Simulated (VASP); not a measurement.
# HfO2 in VASP: notebook, part 2 of 2

VASP 6.6.1. Earlier steps stand in the parts before.

## 3. Single point, PBE

Input file INCAR:

```
SYSTEM = HfO2
ALGO = Normal
EDIFF = 1E-6
ENCUT = 520
GGA = PE
ISIF = 2
ISMEAR = -1
ISYM = 0
LASPH = .TRUE.
LCHARG = .FALSE.
LREAL = Auto
LWAVE = .FALSE.
NBANDS = 81
NELM = 80
PREC = Accurate
SIGMA = 0.3102
```

Input file KPOINTS:

```
k-points
0
G
  1 1 1
  0 0 0
```

Input file POSCAR:

```
HfO2
1.0
    5.9133820000      0.0936650000     -0.0263170000
    0.0936650000      6.1692290000     -0.0293520000
   -0.0263170000     -0.0293520000      5.6660680000
Hf O
6 12
Direct
    0.1602418431      0.3275310689      0.0407883874
    0.7486407365      0.0435286202      0.8822724384
    0.3248268439      0.8735399138      0.1450897892
    0.3671038994      0.2250380552      0.5480404383
    0.7452043380      0.4677388749      0.3179952330
    0.1353961192      0.6966785280      0.6348888026
    1.1418260644      0.1053980958      0.2716042380
    0.1260672668      0.9715738974      0.8314920240
    0.6974560032      0.1580405747      0.4188032612
    0.6454334892      0.8686973113      0.1347156223
    0.4497993168      0.1891637198      0.9066080220
    0.0831868375      0.3499595257      0.6044954349
    0.8242262014      0.8012112379      0.7228724246
    0.3758973338     -0.0878414436      0.4733388600
   -0.1763588889      0.3413508674      0.9745848609
    1.0524114123      0.5994385938      0.2820275070
    0.3427261533      0.6148111798      0.8818617182
    0.4179642816      0.4903548860      0.3059828196
```

Potentials or basis: VASP PAW PBE potentials, release 64 (Hf_pv, O).

Launch:

```bash
$ cat potpaw_PBE.64/Hf_pv/POTCAR potpaw_PBE.64/O/POTCAR > POTCAR
$ mpirun -np 1 vasp_gam > vasp.out
```

OUTCAR:

```text
SYSTEM = HfO2
   EDIFF = 1E-6
   ENCUT = 520
   GGA = PE
   ISIF = 2
   ISMEAR = -1
   ISYM = 0
   LASPH = .TRUE.
   LREAL = Auto
   NELM = 80
   PREC = Accurate

 ion  position               nearest neighbor table
   1  0.160  0.328  0.041-   7 1.91  15 2.02  11 2.04  16 2.23  17 2.30  18 2.37   8 2.50  12 2.51
                             3 3.00   5 3.03   4 3.11   2 3.16   4 3.18   6 3.25   3 3.58
   2  0.749  0.044  0.882-  13 1.79  10 1.92  11 1.96  15 1.97   8 2.28   9 2.74   4 3.12   3 3.14
                             1 3.16   6 3.39   5 3.58   3 3.83
   3  0.325  0.874  0.145-  14 1.90  10 1.90   7 1.91  17 2.17   8 2.20  16 2.51  11 2.51  18 2.58
                             1 3.00   2 3.14   4 3.15   6 3.22   6 3.28   1 3.58   5 3.61   2 3.83
   4  0.367  0.225  0.548-  12 1.85  14 1.97  11 2.10   9 2.12  18 2.18   7 2.18   8 2.70   5 3.04
                             1 3.11   2 3.12   3 3.15   1 3.18   6 3.21   6 3.62
   5  0.745  0.468  0.318-  18 1.94  16 2.03   9 2.03  15 2.14  12 2.65  10 2.74   1 3.03   4 3.04
                             6 3.26   2 3.58   3 3.61
   6  0.135  0.697  0.635-  17 1.91  13 2.00   8 2.02  16 2.14  12 2.18  14 2.19  18 2.79   4 3.21
                             3 3.22   1 3.25   5 3.26   3 3.28   2 3.39   4 3.62
   7  0.142  0.105  0.272-   3 1.91   1 1.91   4 2.18
   8  0.126  0.972  0.831-   6 2.02   3 2.20   2 2.28   1 2.50   4 2.70
   9  0.697  0.158  0.419-   5 2.03   4 2.12   2 2.74
  10  0.645  0.869  0.135-   3 1.90   2 1.92   5 2.74
  11  0.450  0.189  0.907-   2 1.96   1 2.04   4 2.10   3 2.51
  12  0.083  0.350  0.604-   4 1.85   6 2.18   1 2.51   5 2.65
  13  0.824  0.801  0.723-   2 1.79   6 2.00
  14  0.376  0.912  0.473-   3 1.90   4 1.97   6 2.19
  15  0.824  0.341  0.975-   2 1.97   1 2.02   5 2.14
  16  0.052  0.599  0.282-   5 2.03   6 2.14   1 2.23   3 2.51
  17  0.343  0.615  0.882-   6 1.91   3 2.17   1 2.30
  18  0.418  0.490  0.306-   5 1.94   4 2.18   1 2.37   3 2.58   6 2.79

IMPORTANT INFORMATION: All symmetrisations will be switched off!
NOSYMM: (Re-)initialisation of all symmetry stuff for point group C_1.

----------------------------------------------------------------------------------------

                                     Primitive cell

  volume of cell :     206.6449

  direct lattice vectors                    reciprocal lattice vectors
[... 126 lines left out ...]
 non-spin polarized calculation
  energy-cutoff  :      520.00
  volume of cell :      206.64
 maximum number of plane-waves:      2786
 NGX is ok and might be reduce to    42
   NGX = 21   NGY = 23   NGZ = 21

 number of electron     131.9999978 magnetization

 Free energy of the ion-electron system (eV)
  ---------------------------------------------------
  ext. energy  EPLUGINS =         0.00000000
  ---------------------------------------------------
  free energy    TOTEN  =      -169.39367525 eV

  energy without entropy =     -169.31570167  energy(sigma->0) =     -169.35468846

 E-fermi :   5.2661     XC(G=0): -11.3774

 val. band max:        3.6281415335   @ k =   0.0000   0.0000   0.0000
 cond. band min:       6.8728135943   @ k =   0.0000   0.0000   0.0000
 fundamental gap:      3.2446720609
 Fermi energy:         5.2660763715

 k-point     1 :       0.0000    0.0000    0.0000
  band No.  band energies     occupation
      1     -27.0810      2.00000
      2     -26.8795      2.00000
      3     -26.8713      2.00000
      4     -26.6648      2.00000
      5     -26.5757      2.00000
      6     -26.4572      2.00000
[... 70 lines left out ...]
     77       9.3583      0.00000
     78       9.3889      0.00000
 [bands above 78 left out]

------------------------ aborting loop because EDIFF is reached ----------------------------------------

  FORCE on cell =-STRESS in cart. coord.  units (eV):
  Direction    XX          YY          ZZ          XY          YZ          ZX
  --------------------------------------------------------------------------------------
  -------------------------------------------------------------------------------------
  Total       45.9579390     25.6696052     28.0329122     -8.8039080      1.9950419      1.9727343
  in kB      356.3250494    199.0237929    217.3471883    -68.2592176     15.4681308     15.2951735
  external PRESSURE =     257.5653436 kB  Pullay stress =       0.0000000 kB

 VOLUME and BASIS-vectors are now :
 -----------------------------------------------------------------------------
  energy-cutoff  :      520.00
  volume of cell :      206.64
      direct lattice vectors                 reciprocal lattice vectors
     5.913382000  0.093665000 -0.026317000     0.169152023 -0.002564494  0.000772370
     0.093665000  6.169229000 -0.029352000    -0.002564494  0.162137685  0.000828013
    -0.026317000 -0.029352000  5.666068000     0.000772370  0.000828013  0.176497111

 POSITION                                       TOTAL-FORCE (eV/Angst)
 -----------------------------------------------------------------------------------
      0.97718      2.03443      0.21728         1.178280      3.693123     -2.716196
      4.40786      0.31276      4.97804         1.153044      0.266550      0.602426
      1.99883      5.41523      0.78790         0.337866     -5.513950     -4.308378
      2.17748      1.40661      3.08897         1.719875     -2.717142     -0.260853
      4.44212      2.94605      1.76844         1.595571     -1.965269     -0.592921
      0.84919      4.29202      3.57331        -0.151950      2.107217     -1.568103
[... 10 lines left out ...]
      2.06105      3.79913      4.96962        -0.375004     -1.340225      0.748531
      2.50946      3.05528      1.70833        -0.210302     -0.682777      0.951579
 -----------------------------------------------------------------------------------
    total drift:                                0.005974      0.012353      0.000551

  FREE ENERGIE OF THE ION-ELECTRON SYSTEM (eV)
  ---------------------------------------------------
  free  energy   TOTEN  =      -169.3936752520 eV

  energy  without entropy=     -169.3157016658  energy(sigma->0) =     -169.35468846
```

OSZICAR:

```text
N       E                     dE             d eps       ncg     rms          rms(c)
DAV:   1     0.124031974747E+04    0.12403E+04   -0.88401E+04   162   0.174E+03
DAV:   2    -0.114461624346E+03   -0.13548E+04   -0.13096E+04   211   0.466E+02
DAV:   3    -0.201367419850E+03   -0.86906E+02   -0.86401E+02   188   0.109E+02
DAV:   4    -0.202992350117E+03   -0.16249E+01   -0.16194E+01   188   0.160E+01
DAV:   5    -0.203026412339E+03   -0.34062E-01   -0.33987E-01   188   0.219E+00    0.165E+02
DAV:   6    -0.169960382208E+03    0.33066E+02   -0.17469E+02   172   0.466E+01    0.127E+02
DAV:   7    -0.169653598201E+03    0.30678E+00   -0.14706E+01   196   0.161E+01    0.552E+01
DAV:   8    -0.169467501421E+03    0.18610E+00   -0.22455E+00   196   0.648E+00    0.856E+00
DAV:   9    -0.169396542208E+03    0.70959E-01   -0.37456E-01   204   0.272E+00    0.359E+00
DAV:  10    -0.169393449649E+03    0.30926E-02   -0.58511E-02   188   0.109E+00    0.884E-01
DAV:  11    -0.169393556778E+03   -0.10713E-03   -0.94996E-03   188   0.463E-01    0.420E-01
DAV:  12    -0.169393663353E+03   -0.10658E-03   -0.26547E-03   180   0.240E-01    0.160E-01
DAV:  13    -0.169393648963E+03    0.14389E-04   -0.56297E-04   212   0.113E-01    0.112E-01
DAV:  14    -0.169393675672E+03   -0.26708E-04   -0.76010E-05   172   0.376E-02    0.649E-02
DAV:  15    -0.169393674169E+03    0.15026E-05   -0.81635E-06   196   0.146E-02    0.200E-02
DAV:  16    -0.169393675233E+03   -0.10636E-05   -0.57127E-06   164   0.109E-02    0.829E-03
DAV:  17    -0.169393675252E+03   -0.19239E-07   -0.60147E-07   108   0.403E-03
   1 F= -.16939368E+03 E0= -.16935469E+03  d E =-.779736E-01
```

stdout:

```text
POSCAR found type information on POSCAR HfO
 POSCAR found :  2 types and      18 ions
 scaLAPACK will be used
 LDA part: xc-table for (Slater+PW92), standard interpolation
 POSCAR, INCAR and KPOINTS ok, starting setup
 FFT: planning ... GRIDC
 FFT: planning ... GRID_SOFT
 FFT: planning ... GRID
 WAVECAR not read
 entering main loop
```

Wall time 26 s (1 thread of AMD EPYC 9R45 (Zen 5), shared host); peak memory 0.25 GiB.

What came out:

```yaml
Free_energy: -169.3937 eV
Pressure: 25.8 GPa
Largest_force: 8.537 eV/Å
Band_gap_on_the_k_mesh: 3.24 eV
```

Forces in eV/Å, atoms in the order of the input:
```
Hf   1.178  3.693 -2.716
Hf   1.153  0.267  0.602
Hf   0.338 -5.514 -4.308
Hf   1.720 -2.717 -0.261
Hf   1.596 -1.965 -0.593
Hf  -0.152  2.107 -1.568
O   -2.419  3.947 -0.252
O    0.261  2.719  2.876
O   -0.278  3.524  1.891
O    1.449 -1.341  0.218
O   -1.590 -0.179 -0.468
O   -3.087  2.792  2.941
O   -0.670 -6.807 -5.110
O    0.575 -3.357  4.139
O    1.555  2.642  2.655
O   -1.043  2.211 -1.747
O   -0.375 -1.340  0.749
O   -0.210 -0.683  0.952
```

Levels at points of the mesh, in eV from the valence-band top:
| k point | band 63 | band 64 | band 65 | band 66 | band 67 | band 68 | band 69 | band 70 |
| --- | --- | --- | --- | --- | --- | --- | --- | --- |
| (0.00, 0.00, 0.00) | -0.86 | -0.57 | -0.25 | 0.00 | 3.24 | 3.65 | 3.85 | 3.97 |

Caveat: the k points lie up to 1.11 Å⁻¹ apart; spin-orbit coupling is left out, which moves the levels of the heavy elements.
